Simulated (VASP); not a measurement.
Crystal: MnZn3.

```xyz
4
Lattice="3.4914 0.0000 0.0000 0.0000 3.4914 0.0000 0.0000 0.0000 3.4914" Properties=species:S:1:pos:R:3 pbc="T T T"
Mn    0.0000    0.0000    0.0000
Zn    0.0000    1.7457    1.7457
Zn    1.7457    0.0000    1.7457
Zn    1.7457    1.7457    0.0000
```

This cell differs from its parent crystal: volume scaled by 0.74.

Base run:

- Program: VASP 6.6.1
- Functional: PBEsol
- Potentials or basis: VASP PAW PBE potentials, release 64 (Mn_pv, Zn)
- Cutoff: 520 eV
- k mesh: 7 × 7 × 7
- Occupations: fermi-dirac, width 0.03 eV
- Spin: collinear spin, ferromagnetic start
- Starting moments: [4.0, 0.0, 0.0, 0.0] μB

Its results: pressure 37.1 GPa.

Question: The run is repeated on the same cell with these changes: spin from collinear spin, ferromagnetic start to no spin polarisation; further incar settings from ALGO = Normal; EDIFF = 1e-06; NBANDS = 36 to ALGO = Normal; EDIFF = 1e-06; NBANDS = 32. What comes out?

Answer: Pressure 35.3 GPa.

Caveats: the PAW data sets were made with another functional, which shifts forces and pressure a little.
